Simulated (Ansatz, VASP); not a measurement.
# One calculation of HRh8, two programs

```xyz
9
Lattice="5.3650 0.0000 0.0000 0.0000 3.7936 0.0000 0.0000 0.0000 21.2401" Properties=species:S:1:pos:R:3 pbc="T T T"
Rh    1.3413    1.8968    4.0000
Rh    4.0238    1.8968    4.0000
Rh    0.0000    0.0000    5.3413
Rh    2.6825    0.0000    5.3413
Rh    1.3413    1.8968    6.6981
Rh    4.0238    1.8968    6.6981
Rh    0.0000    0.0000    7.9401
Rh    2.6825    0.0000    7.9401
H     1.3413    1.8968   10.4401
```

Alike in both runs: task single point; functional PBE; dispersion D3(BJ); k mesh 5 × 7 × 1; occupations gaussian, width 0.1 eV; no spin polarisation.

|  | VASP | Ansatz |
| --- | --- | --- |
| version | VASP 6.6.1 | Ansatz 0.2.0 |
| potentials or method | VASP PAW PBE potentials, release 64 (Rh_pv, H), cutoff 520 eV | scalar-relativistic, plane waves, PAW |
| valence electrons in the cell | 121 | 137 |

Ansatz gave:

* gap on the k mesh at the Fermi level (eV): none
* rms of the force components (eV/Å): 0.351

Problem. Estimate VASP's values.

Solution. gap on the k mesh at the Fermi level (eV): none; rms of the force components (eV/Å): 0.352.

Atom by atom the forces differ by 0.002 eV/Å (rms over components). A gap of «none» marks a metal or a gap that the smearing closes. VASP's potentials hold 121 valence electrons a cell and Ansatz's 137, so a difference there can come from the potentials and not from the codes.
